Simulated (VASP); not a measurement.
Here is a VASP 6.6.1 calculation.

The input INCAR:

```
ALGO = Normal ; EDIFF = 1E-6
ENCUT = 520 ; GGA = PE
ISIF = 2 ; ISMEAR = -1
LASPH = T ; LCHARG = F
LREAL = F ; LWAVE = F
NBANDS = 19 ; NELM = 80
PREC = Accurate ; SIGMA = 0.1
```

The input KPOINTS:

```
k-points
0
Gamma
  17 17 9
```

Contents of POSCAR:

```
Cr
1.0
    2.3589526744      0.0000000000      0.0000000000
   -1.1794763372      2.0429129423      0.0000000000
    0.0000000000      0.0000000000      4.1581638924
Cr
2
Direct
    0.3333333333      0.6666666667      0.2500000000
    0.6666666667      0.3333333333      0.7500000000
```

Potentials or basis: VASP PAW PBE potentials, release 64 (Cr_pv).

The run is started by

```sh
$ cat potpaw_PBE.64/Cr_pv/POTCAR > POTCAR
$ mpirun -np 1 vasp_std > vasp.out
```

(1) Estimate the pressure.

(2) What does it give for the band gap on the k mesh?

Results:

(1) 58.0 GPa.

(2) zero (band 12 reaches 14.12 eV, above the bottom of band 13 at 12.49 eV).

Caveat: the run has no spin polarisation, though such a crystal can be magnetic.
